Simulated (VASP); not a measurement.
Crystal: InFe2B.

```xyz
4
Lattice="4.5540 0.0000 0.0000 0.0000 4.5540 0.0000 0.0000 0.0000 4.1305" Properties=species:S:1:pos:R:3 pbc="T T T"
In    2.2770    2.2770    2.0653
Fe    2.2770    0.0000    0.0000
Fe    0.0000    2.2770    0.0000
B     0.0000    0.0000    0.0000
```

```yaml
Program: VASP 6.6.1
Task: relaxation of cell and atoms
Functional: PBE
Potentials_or_basis: VASP PAW PBE potentials, release 64 (In_d, Fe, B)
Cutoff: 600 eV
k_mesh: 4 × 4 × 4
Occupations: gaussian, width 0.1 eV
Spin: collinear spin, ferromagnetic start
Starting_moments: "[0.0, 4.0, 4.0, 0.0] μB"
```

At the start: pressure -17.2 GPa; volume 21.42 Å³/atom.

**Question.** Where does the relaxation end?

**Answer.** Over 8 steps the energy falls by 665.3 meV/atom and the volume is 14.59 Å³/atom (-31.9 %); space group P4/mmm (No. 123, to 0.1 Å) before and after; moment 3.13 μB per cell.

The path:
```csv
step,energy change (eV),largest force (eV/Å),pressure (GPa),volume (Å³)
1,0.0000,0.0000,-17.16,85.66
2,-2.6188,0.0000,-4.52,60.06
3,-2.6574,0.0000,0.80,57.67
4,-2.6570,0.0000,-0.38,58.17
5,-2.6594,0.0000,-0.48,58.35
6,-2.6607,0.0000,-0.58,58.63
7,-2.6604,0.0000,0.72,58.03
8,-2.6612,0.0000,0.00,58.36
```

Final structure:
```
In Fe B
1.0
     3.84204    0.00000    0.00000
     0.00000    3.84204    0.00000
     0.00000    0.00000    3.95328
In Fe B
1 2 1
Direct
  0.50000 0.50000 0.50000
  0.50000 0.00000 0.00000
  0.00000 0.50000 0.00000
  0.00000 0.00000 0.00000
```

Caveat: the k points lie up to 0.41 Å⁻¹ apart in the final cell; the volume moved by over 15 % at a fixed basis, so the end points are rough.
